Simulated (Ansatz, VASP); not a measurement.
## HfO2: VASP beside Ansatz

INCAR

```
SYSTEM = HfO2
ALGO = Normal ; EDIFF = 1E-8
ENCUT = 520 ; GGA = PE
ISIF = 2 ; ISMEAR = -1
LASPH = .TRUE. ; LCHARG = .FALSE.
LEFG = .TRUE. ; LREAL = .FALSE.
LWAVE = .FALSE. ; NBANDS = 18
NELM = 100 ; PREC = Accurate
SIGMA = 0.01
```

The input KPOINTS:

```
k-points
0
G
  9 9 9
  0 0 0
```

Contents of POSCAR:

```
HfO2
1.0
    0.0000000000      2.5575000000      2.6086500000
    2.5575000000      0.0000000000      2.6086500000
    2.5575000000      2.5575000000      0.0000000000
Hf O
1 2
Direct
    0.0000000000      0.0000000000      0.0000000000
    0.2500000000      0.2500000000      0.2500000000
    0.7500000000      0.7500000000      0.7500000000
```

Input for Ansatz:

```yaml
crystal:
  lattice:
    - [0.0, 2.5575, 2.60865]
    - [2.5575, 0.0, 2.60865]
    - [2.5575, 2.5575, 0.0]
  atoms:
    - { symbol: Hf, position: [0.0, 0.0, 0.0] }
    - { symbol: O, position: [0.25, 0.25, 0.25] }
    - { symbol: O, position: [0.75, 0.75, 0.75] }
kpoints:
  mp_grid: { grid: [9, 9, 9] }
scf:
  occupations: { method: fermi_dirac, width: 0.01 }
hamiltonian:
  xc: pbe
  pseudopotentials: { kind: paw }
output:
  forces: true
  stress: true
  eigenvalues: true
  efg: { contact_densities: true }
```

Change from the starting cell: zz strain of +2 %, PAW files.

Alike in both runs: task electric field gradients; functional PBE; k mesh 9 × 9 × 9; occupations fermi-dirac, width 0.01 eV; no spin polarisation.

|  | VASP | Ansatz |
| --- | --- | --- |
| version | VASP 6.6.1 | Ansatz 0.2.0 |
| potentials or method | VASP PAW PBE potentials, release 64 (Hf_pv, O) | PAW with Ansatz's default frozen-core files, scalar-relativistic |
| plane-wave cutoff (eV) | 520 | 420 |
| valence electrons in the cell | 22 | 38 |

```tsv
	VASP	Ansatz	Ansatz less VASP
gap on the k mesh at the Fermi level (eV)	3.62	3.64	+0.013
pressure (GPa)	-10.3	-6.9	+3.36
traceless stress, the component that is largest in VASP (GPa)	-5.84	-5.75	+0.096
size of Vzz on the site where it differs most (V/Å²)	18.5	23.6	+5.12
```

With one functional, cell and mesh, what is left measures potentials, basis and numerics. VASP's potentials hold 22 valence electrons a cell and Ansatz's 38, so a difference there can come from the potentials and not from the codes.

Neither program's run includes spin-orbit coupling.
